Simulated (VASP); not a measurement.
BAs:

```xyz
2
Lattice="2.9570 0.0000 0.0000 0.0000 2.9570 0.0000 0.0000 0.0000 2.9570" Properties=species:S:1:pos:R:3 pbc="T T T"
B     1.4785    1.4785    1.4785
As    0.0000    0.0000    0.0000
```

| Property | Result |
| --- | --- |
| Program | VASP 6.6.1 |
| Task | relaxation of cell and atoms |
| Functional | PBEsol-based global hybrid with 25 % exact exchange |
| Potentials or basis | VASP PAW PBE potentials, release 64 (B, As) |
| Cutoff | 600 eV |
| k mesh | 5 × 5 × 5 |
| Occupations | fermi-dirac, width 0.05 eV |
| Spin | no spin polarisation |

At the start: pressure -11.7 GPa; volume 12.93 Å³/atom.

Task: How do energy, volume and symmetry change on relaxing?

Result: Over 3 steps the energy falls by 52.2 meV/atom and the volume is 11.66 Å³/atom (-9.8 %); space group Pm-3m (No. 221, to 0.1 Å) before and after.

The path:
```
step  energy change (eV)  largest force (eV/Å)  pressure (GPa)  volume (Å³)
   1              0.0000                0.0000          -11.65        25.86
   2             -0.0893                0.0000            5.97        22.49
   3             -0.1043                0.0000            0.10        23.31
```

Final structure:
```
B As
1.0
     2.85670    0.00000    0.00000
     0.00000    2.85670    0.00000
     0.00000    0.00000    2.85670
B As
1 1
Direct
  0.50000 0.50000 0.50000
  0.00000 0.00000 0.00000
```

Caveat: the k points lie up to 0.44 Å⁻¹ apart in the final cell, too coarse for converged energies and pressures of a metal; the PAW data sets were made with another functional, which shifts forces and pressure a little.
